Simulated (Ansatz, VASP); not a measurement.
**GaAs in VASP and in Ansatz**

```
Ga As
1.0
     2.80145    2.80145    0.00000
    -2.80145    2.80145    0.00000
     0.00000    2.80145    2.80145
Ga As
1 1
Direct
  0.00000 0.00000 0.00000
  0.75000 0.25000 0.50000
```

Alike in both runs: task single point; functional LDA; k mesh 8 × 8 × 8; no spin polarisation.

```csv
,VASP,Ansatz
version,VASP 6.6.1,Ansatz 0.2.0
potentials or method,"VASP PAW LDA potentials, release 64 (Ga_d, As), cutoff 500 eV","all-electron LAPW, scalar-relativistic"
occupations,"gaussian, width 0.01 eV",fixed
```

VASP gave:

```
gap on the k mesh at the Fermi level (eV) : 0.54
pressure (GPa)                            : 0.3
```

Task: What did Ansatz give for the same quantities?

Result: gap on the k mesh at the Fermi level (eV): 0.48; pressure (GPa): 0.0.

LDA's correlation is that of Perdew and Zunger in VASP and of Perdew and Wang (1992) in Ansatz. Ansatz ran all-electron here, and VASP with PAW potentials.
